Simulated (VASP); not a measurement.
# Fe (Im-3m) in VASP: notebook, part 2 of 2

VASP 6.6.1. The steps go on from the part before.

### Step 4. Relaxation of cell and atoms, PBE, collinear spin, ferromagnetic start, target pressure 20 GPa, at which the enthalpy is minimised

INCAR

```
SYSTEM = Fe
ALGO     = Normal         ! electronic algorithm
EDIFF    = 1E-6           ! SCF threshold, eV
EDIFFG   = -0.01          ! ionic threshold
ENCUT    = 600            ! plane-wave cutoff, eV
GGA      = PE             ! functional
IBRION   = 2              ! ionic algorithm
ISIF     = 3              ! what is computed and relaxed
ISMEAR   = -1             ! smearing method
ISPIN    = 2              ! spin polarisation
LASPH    = .True.         ! aspherical terms in the spheres
LCHARG   = .False.        ! write CHGCAR
LMAXMIX  = 4              ! l up to which the mixer works
LORBIT   = 11             ! projections on sites
LREAL    = .False.        ! projectors in reciprocal space
LWAVE    = .False.        ! write WAVECAR
MAGMOM   = 3              ! initial moments
NELM     = 150            ! most SCF steps
NSW      = 60             ! ionic steps
PREC     = Accurate       ! precision mode
PSTRESS  = 200.0        
SIGMA    = 0.05           ! smearing width, eV
```

KPOINTS

```
k-points
0
Gamma
  13 13 13
  0 0 0
```

POSCAR

```
Fe
1.0
   -1.4430000000      1.4430000000      1.4430000000
    1.4430000000     -1.4430000000      1.4430000000
    1.4430000000      1.4430000000     -1.4430000000
Fe
1
Direct
    0.0000000000      0.0000000000      0.0000000000
```

Launch:

```console
cat potpaw_PBE.64/Fe/POTCAR > POTCAR
mpirun -np 1 vasp_std > vasp.out
```

It took 42 s on 1 thread of Intel Xeon 6975P-C (Granite Rapids), shared host; peak memory 0.15 GiB.

Results (log left out):

```
Free energy                                            : -8.1928 eV
Relaxed volume                                         : 10.40 Å³/atom
Relaxed cell                                           : a = 2.382 Å, b = 2.382 Å, c = 2.382 Å, α = 109.47°, β = 109.47°, γ = 109.47°
Space group after relaxing (to 0.05 Å)                 : Im-3m (No. 229)
Energy change on relaxing (the enthalpy is what falls) : +28.2 meV/atom
Ionic steps                                            : 7
Pressure after relaxing                                : 20.0 GPa
Band gap on the k mesh                                 : zero (filled and empty bands overlap)
Net moment                                             : 2.02 μB per cell
Site moments                                           : Fe +2.00 μB
Valence electrons inside the program's atomic spheres  : Fe 7.47
```

Step by step:
```tsv
step	energy change (eV)	largest force (eV/Å)	pressure (GPa)	volume (Å³)
1	0.0000	0.0000	-9.19	12.02
2	0.6486	0.0000	102.99	8.60
3	0.0196	0.0000	18.08	10.47
4	0.0260	0.0000	19.50	10.42
5	0.0298	0.0000	20.37	10.39
6	0.0258	0.0000	19.51	10.42
7	0.0282	0.0000	20.03	10.40
```

Final structure:
```
Fe
1.0
    -1.37501    1.37501    1.37501
     1.37501   -1.37501    1.37501
     1.37501    1.37501   -1.37501
Fe
1
Direct
  0.00000 0.00000 0.00000
```

Levels at points of the mesh, in eV from the Fermi level:
Spin up:
```
           k point  band 1  band 2  band 3  band 4  band 5  band 6  band 7  band 8  band 9  band 10
(0.00, 0.00, 0.00)   -9.05   -2.54   -2.54   -2.54   -1.15   -1.15   25.80   25.80   25.80    31.49
```
Spin down:
| k point | band 1 | band 2 | band 3 | band 4 | band 5 | band 6 | band 7 | band 8 |
| --- | --- | --- | --- | --- | --- | --- | --- | --- |
| (0.00, 0.00, 0.00) | -8.87 | -0.82 | -0.82 | -0.82 | 1.47 | 1.47 | 25.60 | 25.60 |

Caveat: the cell is relaxed towards a set pressure, so the enthalpy falls and the energy may rise.

### Step 5. Relaxation of cell and atoms, PBE, collinear spin, ferromagnetic start, target pressure 30 GPa, at which the enthalpy is minimised

INCAR

```
PREC = Accurate ; ENCUT = 600
EDIFF = 1E-6 ; ISMEAR = -1
SIGMA = 0.05 ; LREAL = F
LASPH = T ; NELM = 150
ALGO = Normal ; ISIF = 3
LWAVE = F ; LCHARG = F
ISPIN = 2 ; MAGMOM = 3
LORBIT = 11 ; LMAXMIX = 4
GGA = PE ; IBRION = 2
NSW = 60 ; EDIFFG = -0.01
PSTRESS = 300.0
```

KPOINTS

```
Automatic mesh
0
Gamma
  13 13 13
```

POSCAR is that of step 4.

Launch:

```console
cat potpaw_PBE.64/Fe/POTCAR > POTCAR
mpirun -np 1 vasp_std > vasp.out
```

Run time: 34 s. Hardware: 1 thread of Intel Xeon 6975P-C (Granite Rapids), shared host; peak memory 0.15 GiB.

Results (log left out):

```yaml
Free_energy: -8.1435 eV
Relaxed_volume: 10.08 Å³/atom
Relaxed_cell: a = 2.357 Å, b = 2.357 Å, c = 2.357 Å, α = 109.47°, β = 109.47°, γ = 109.47°
Space_group_after_relaxing_to_0.05_Å: Im-3m (No. 229)
Energy_change_on_relaxing_the_enthalpy_is_what_falls: +77.5 meV/atom
Ionic_steps: 5
Pressure_after_relaxing: 30.0 GPa
Band_gap_on_the_k_mesh: zero (filled and empty bands overlap)
Net_moment: 2.00 μB per cell
Site_moments: Fe +1.97 μB
Valence_electrons_inside_the_program's_atomic_spheres: Fe 7.55
```

The path:
```tsv
step	energy change (eV)	largest force (eV/Å)	pressure (GPa)	volume (Å³)
1	0.0000	0.0000	-9.19	12.02
2	1.5521	0.0000	194.79	7.60
3	0.0520	0.0000	25.14	10.23
4	0.0705	0.0000	28.72	10.12
5	0.0775	0.0000	30.03	10.08
```

Final structure:
```yaml
crystal:
  lattice:
    - [-1.36087, 1.36087, 1.36087]
    - [1.36087, -1.36087, 1.36087]
    - [1.36087, 1.36087, -1.36087]
  atoms:
    - { symbol: Fe, position: [0.00000, 0.00000, 0.00000] }
```

Levels at points of the mesh, in eV from the Fermi level:
Spin up:
```csv
k point,band 3,band 4,band 5,band 6,band 7,band 8
"(0.00, 0.00, 0.00)",-2.65,-2.65,-1.18,-1.18,26.07,26.07
```
Spin down:
```csv
k point,band 1,band 2,band 3,band 4,band 5,band 6
"(0.00, 0.00, 0.00)",-9.08,-0.95,-0.95,-0.95,1.41,1.41
```

Caveat: the cell is relaxed towards a set pressure, so the enthalpy falls and the energy may rise; the volume moved by over 15 % at a fixed basis, so the end points are rough.

### Step 6. Single point, revPBE, collinear spin, ferromagnetic start

This run uses another cell than the first one, of 11.56 Å³/atom, 0.961 times its volume.

INCAR

```
  PREC = Accurate
  ENCUT = 520
  EDIFF = 1E-6
  ISMEAR = -1
  SIGMA = 0.05
  LREAL = F
  LASPH = T
  NELM = 150
  ALGO = Normal
  ISIF = 2
  LWAVE = F
  LCHARG = T
  ISPIN = 2
  MAGMOM = 3
  LORBIT = 11
  LMAXMIX = 4
  GGA = RE
  LELF = T
  LVHAR = T
  NBANDS = 14
```

KPOINTS

```
regular mesh
0
Gamma
  13 13 13
```

POSCAR

```
Fe
1.0
   -1.4242014302      1.4242014302      1.4242014302
    1.4242014302     -1.4242014302      1.4242014302
    1.4242014302      1.4242014302     -1.4242014302
Fe
1
Direct
    0.0000000000      0.0000000000      0.0000000000
```

Potentials or basis: VASP PAW PBE potentials, release 64 (Fe).

Launch:

```console
cat potpaw_PBE.64/Fe/POTCAR > POTCAR
mpirun -np 1 vasp_std > vasp.out
```

Wall time 13 s (1 thread of AMD EPYC 9R45 (Zen 5), shared host); peak memory 0.1 GiB.

It converged, with:

```
Free energy                                           : -7.8586 eV
Pressure                                              : 0.0 GPa
Net moment                                            : 2.19 μB per cell
Site moments                                          : Fe +2.20 μB
Valence electrons inside the program's atomic spheres : Fe 7.23
```

Levels at points of the mesh, in eV from the Fermi level:
Spin up:
```tsv
k point	band 2	band 3	band 4	band 5	band 6	band 7	band 8	band 9
(0.00, 0.00, 0.00)	-2.25	-2.25	-2.25	-1.10	-1.10	24.88	24.88	24.88
```
Spin down:
| k point | band 1 | band 2 | band 3 | band 4 | band 5 | band 6 |
| --- | --- | --- | --- | --- | --- | --- |
| (0.00, 0.00, 0.00) | -8.17 | -0.31 | -0.31 | -0.31 | 1.74 | 1.74 |

Caveat: the PAW data sets were made with another functional, which shifts forces and pressure a little.

### Step 7. Overview

| task | level | cell | cutoff (eV) | gap on the mesh (eV) | pressure (GPa) | moment (μB) |
| --- | --- | --- | --- | --- | --- | --- |
| relaxation of cell and atoms | PBE | relaxed to 5 GPa from a = 2.499 Å, angles 109.5°, 1 atom | 600 | none | 5.0 | 2.10 |
| relaxation of cell and atoms | PBE | relaxed to 10 GPa from a = 2.499 Å, angles 109.5°, 1 atom | 600 | none | 10.1 | 2.07 |
| relaxation of cell and atoms | PBE | relaxed to 20 GPa from a = 2.499 Å, angles 109.5°, 1 atom | 600 | none | 20.0 | 2.02 |
| relaxation of cell and atoms | PBE | relaxed to 30 GPa from a = 2.499 Å, angles 109.5°, 1 atom | 600 | none | 30.0 | 2.00 |
| single point | revPBE | a = 2.467 Å, angles 109.5°, 1 atom | 520 | none | 0.0 | 2.19 |

Alike in all rows: potentials or basis VASP PAW PBE potentials, release 64 (Fe); spin collinear, ferromagnetic start; k mesh 13 × 13 × 13; smearing fermi-dirac 0.05 eV.

Caveats: the cell is relaxed towards a set pressure, so the enthalpy falls and the energy may rise (some runs); the volume moved by over 15 % at a fixed basis, so the end points are rough (some runs); the PAW data sets were made with another functional, which shifts forces and pressure a little (some runs).

Absolute energies hang on the potentials; compare differences alone.
